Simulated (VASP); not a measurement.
Runs of VASP 6.6.1 on CaS (Oldhamite). The structure is that of space group Fm-3m (No. 225), or close to it. The cells are those of the table. 

```tsv
cell	gap on the mesh (eV)	pressure (GPa)
a = 4.039 Å, angles 60.0°, 2 atoms	2.38	0.1
a = 3.998 Å, angles 60.0°, 2 atoms	2.31	(c)
a = 3.914 Å, angles 60.0°, 2 atoms	2.14	(b)
a = 3.957 Å, angles 60.0°, 2 atoms	2.23	4.2
a = 3.871 Å, angles 60.0°, 2 atoms	(a)	9.7
```

Alike in all rows: task single point; level PBE; potentials or basis VASP PAW PBE potentials, release 64 (Ca_sv, S); no spin polarisation; k mesh 8 × 8 × 8; cutoff (eV) 500; smearing gaussian 0.02 eV.

Problem. Fill in the values left out.

Solution. (a) 2.04; (b) 6.7; (c) 2.0.

A k mesh can miss the band edges.
